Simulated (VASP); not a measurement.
# Si2Ni (I4/mmm) in VASP: single point with PBE

Aim: the single point of Si2Ni with PBE.

All numbers are computed with VASP 6.6.1; they aren't measurements. Logs are shortened: lines on timing, memory, paths and dates and some standing lists are left out, and cuts for length are marked.

## 1. The cell of the first run

Symmetry: I4/mmm, No. 139, tetragonal system. The conventional cell has a = 3.823 Å, b = 3.823 Å, c = 5.136 Å, α = 90.00°, β = 90.00°, γ = 90.00°. Si (site symmetry -4m2) has 4 Ni at 2.30 Å and 6 Si at 2.57 to 2.70 Å within 3.0 Å. Within 3.0 Å of Ni (site symmetry 4/mmm) lie 8 Si at 2.30 Å.

## 2. Single point, PBE, collinear spin, ferromagnetic start

Contents of INCAR:

```
PREC = Accurate
ENCUT = 600
EDIFF = 1E-6
ISMEAR = -1
SIGMA = 0.1
LREAL = False
LASPH = True
NELM = 200
ALGO = Normal
ISIF = 2
LWAVE = False
LCHARG = False
ISPIN = 2
MAGMOM = 0 0 1.5
LORBIT = 11
LMAXMIX = 4
GGA = PE
NBANDS = 20
GGA_COMPAT = False
```

Contents of KPOINTS:

```
Automatic mesh
0
Gamma
  11 11 11
```

Contents of POSCAR:

```
Si2Ni
1.0
    0.0000000000      2.7030000000      2.5678500000
    2.7030000000      0.0000000000      2.5678500000
    2.7030000000      2.7030000000      0.0000000000
Si Ni
2 1
Direct
    0.2500000000      0.2500000000      0.2500000000
    0.7500000000      0.7500000000      0.7500000000
    0.0000000000      0.0000000000      0.0000000000
```

Potentials or basis: VASP PAW PBE potentials, release 64 (Si, Ni).

Started as:

```bash
$ cat potpaw_PBE.64/Si/POTCAR potpaw_PBE.64/Ni/POTCAR > POTCAR
$ mpirun -np 1 vasp_std > vasp.out
```

OUTCAR:

```text
PREC = Accurate
   ENCUT = 600
   EDIFF = 1E-6
   ISMEAR = -1
   LREAL = False
   LASPH = True
   NELM = 200
   ISIF = 2
   ISPIN = 2
   LORBIT = 11
   GGA = PE

 ion  position               nearest neighbor table
   1  0.250  0.250  0.250-   3 2.30   3 2.30   3 2.30   3 2.30   2 2.57   2 2.57   2 2.70   2 2.70
                             2 2.70   2 2.70
   2  0.750  0.750  0.750-   3 2.30   3 2.30   3 2.30   3 2.30   1 2.57   1 2.57   1 2.70   1 2.70
                             1 2.70   1 2.70
   3  0.000  0.000  0.000-   1 2.30   2 2.30   2 2.30   2 2.30   2 2.30   1 2.30   1 2.30   1 2.30

  LATTYP: Found a body centered tetragonal cell.
 ALAT       =     3.8226192591
 C/A-ratio  =     1.3435028843

  Lattice vectors:

 A1 = (   0.0000000000,  -2.7030000000,  -2.5678500000)
 A2 = (   0.0000000000,   2.7030000000,  -2.5678500000)
 A3 = (   2.7030000000,   0.0000000000,   2.5678500000)

Analysis of symmetry for initial positions (statically):
=====================================================================
 Subroutine PRICEL returns:
 Original cell was already a primitive cell.

 Routine SETGRP: Setting up the symmetry group for a
 body centered tetragonal supercell.

 Subroutine GETGRP returns: Found 16 space group operations
 (whereof 16 operations were pure point group operations)
 out of a pool of 16 trial point group operations.

The static configuration has the point symmetry D_4h.

Analysis of symmetry for dynamics (positions and initial velocities):
=====================================================================
 Subroutine PRICEL returns:
 Original cell was already a primitive cell.

 Routine SETGRP: Setting up the symmetry group for a
 body centered tetragonal supercell.

 Subroutine GETGRP returns: Found 16 space group operations
 (whereof 16 operations were pure point group operations)
 out of a pool of 16 trial point group operations.

The dynamic configuration has the point symmetry D_4h.

Analysis of structural, dynamic, and magnetic symmetry:
=====================================================================
 Subroutine PRICEL returns:
 Original cell was already a primitive cell.

 Routine SETGRP: Setting up the symmetry group for a
 body centered tetragonal supercell.

 Subroutine GETGRP returns: Found 16 space group operations
 (whereof 16 operations were pure point group operations)
 out of a pool of 16 trial point group operations.

The overall configuration has the point symmetry D_4h.

 Subroutine INISYM returns: Found 16 space group operations
[... 124 lines left out ...]
   GGA     = PE    functional components
   LHFCALC =     F    Hartree Fock is set to
   AEXX    =    0.0000 exact exchange contribution
   IVDW    =     0    specifies the selected vdW correction
   LEPSILON=     F    determine dielectric tensor
   LRPA    =     F    only Hartree local field effects (RPA)
 spin polarized calculation
  energy-cutoff  :      600.00
  volume of cell :       37.52
 maximum number of plane-waves:      1271
 NGX is ok and might be reduce to    30
   NGX = 15   NGY = 15   NGZ = 15

 number of electron      18.0000002 magnetization       0.0002843

 number of electron      18.0000002 magnetization      -0.0000061

 Free energy of the ion-electron system (eV)
  ---------------------------------------------------
  ext. energy  EPLUGINS =         0.00000000
  ---------------------------------------------------
  free energy    TOTEN  =       -17.26866411 eV

  energy without entropy =      -17.24195061  energy(sigma->0) =      -17.25530736

 E-fermi :  11.2397     XC(G=0): -11.8261

 val. band max:       11.2299413107   @ k =  -0.3636   0.3636   0.0000
 cond. band min:      11.2517707860   @ k =   0.0909   0.0000   0.0909
 fundamental gap:      0.0218294753
 Fermi energy:        11.2396941734

 spin component 1

 k-point     1 :       0.0000    0.0000    0.0000
  band No.  band energies     occupation
      1      -3.1333      1.00000
      2       5.5647      1.00000
      3       5.7447      1.00000
      4       5.7447      1.00000
      5       7.3428      1.00000
      6       7.4965      1.00000
[... 541 lines left out ...]
     19      23.8734      0.00000
     20      25.8606      0.00000

 [... further k-points ...]

 spin component 2

 k-point     1 :       0.0000    0.0000    0.0000
  band No.  band energies     occupation
      1      -3.1334      1.00000
      2       5.5647      1.00000
      3       5.7447      1.00000
      4       5.7447      1.00000
      5       7.3428      1.00000
      6       7.4965      1.00000
[... 541 lines left out ...]
     19      23.8733      0.00000
     20      25.8605      0.00000

 [... further k-points ...]

------------------------ aborting loop because EDIFF is reached ----------------------------------------

  FORCE on cell =-STRESS in cart. coord.  units (eV):
  Direction    XX          YY          ZZ          XY          YZ          ZX
  --------------------------------------------------------------------------------------
  -------------------------------------------------------------------------------------
  Total        2.6328033      2.6328033      3.3339911      0.0000000      0.0000000      0.0000000
  in kB      112.4183618    112.4183618    142.3584595      0.0000000      0.0000000      0.0000000
  external PRESSURE =     122.3983944 kB  Pullay stress =       0.0000000 kB

 VOLUME and BASIS-vectors are now :
 -----------------------------------------------------------------------------
  energy-cutoff  :      600.00
  volume of cell :       37.52
      direct lattice vectors                 reciprocal lattice vectors
     0.000000000  2.703000000  2.567850000    -0.184979652  0.184979652  0.194715423
     2.703000000  0.000000000  2.567850000     0.184979652 -0.184979652  0.194715423
     2.703000000  2.703000000  0.000000000     0.184979652  0.184979652 -0.194715423

 POSITION                                       TOTAL-FORCE (eV/Angst)
 -----------------------------------------------------------------------------------
      1.35150      1.35150      1.28392         0.000000      0.000000     -0.000000
      4.05450      4.05450      3.85177        -0.000000     -0.000000      0.000000
      0.00000      0.00000      0.00000         0.000000     -0.000000     -0.000000
 -----------------------------------------------------------------------------------
    total drift:                                0.000000     -0.000000     -0.000000

  FREE ENERGIE OF THE ION-ELECTRON SYSTEM (eV)
  ---------------------------------------------------
  free  energy   TOTEN  =       -17.2686641057 eV

  energy  without entropy=      -17.2419506093  energy(sigma->0) =      -17.25530736

 total charge

# of ion       s       p       d       tot
------------------------------------------
    1        0.732   0.884   0.000   1.616
    2        0.732   0.884   0.000   1.616
    3        0.585   0.874   8.480   9.939
--------------------------------------------------
tot          2.049   2.643   8.480  13.172

 magnetization (x)

# of ion       s       p       d       tot
------------------------------------------
    1       -0.000  -0.000   0.000  -0.000
    2       -0.000  -0.000   0.000  -0.000
    3       -0.000  -0.000   0.000   0.000
--------------------------------------------------
tot         -0.000  -0.000   0.000  -0.000
```

stdout:

```text
POSCAR found type information on POSCAR SiNi
 POSCAR found :  2 types and       3 ions
 scaLAPACK will be used
 LDA part: xc-table for (Slater+PW92), standard interpolation
 POSCAR, INCAR and KPOINTS ok, starting setup
 FFT: planning ... GRIDC
 FFT: planning ... GRID_SOFT
 FFT: planning ... GRID
 WAVECAR not read
 entering main loop
```

It took 6.6 min on 1 thread of Oxide Virtual Turin-like, shared host; peak memory 0.28 GiB.

Results:

| Quantity | Value |
| --- | --- |
| Free energy | -17.2687 eV |
| Pressure | 12.2 GPa |
| Band gap on the k mesh | zero (filled and empty bands overlap) |
| Net moment | 0.00 μB per cell |
| Valence electrons inside the program's atomic spheres | Si 1.62; Ni 9.94 |

Stress tensor (GPa, compression positive):
```
11.24  0.00  0.00
 0.00 11.24  0.00
 0.00  0.00 14.24
```

Levels at points of the mesh, in eV from the Fermi level:
Spin up:
| k point | band 5 | band 6 | band 7 | band 8 | band 9 | band 10 | band 11 | band 12 | band 13 | band 14 |
| --- | --- | --- | --- | --- | --- | --- | --- | --- | --- | --- |
| (0.00, 0.00, 0.00) | -3.90 | -3.74 | 0.12 | 1.31 | 1.98 | 1.98 | 1.99 | 1.99 | 2.53 | 4.25 |
Spin down:
| k point | band 6 | band 7 | band 8 | band 9 | band 10 | band 11 | band 12 | band 13 |
| --- | --- | --- | --- | --- | --- | --- | --- | --- |
| (0.00, 0.00, 0.00) | -3.74 | 0.12 | 1.31 | 1.98 | 1.98 | 1.99 | 1.99 | 2.53 |

Caveat: the cell stands under pressure; the moments typed at the start vanished in this run.

The gap in the log of VASP goes by the Fermi energy; the results here count the filled bands.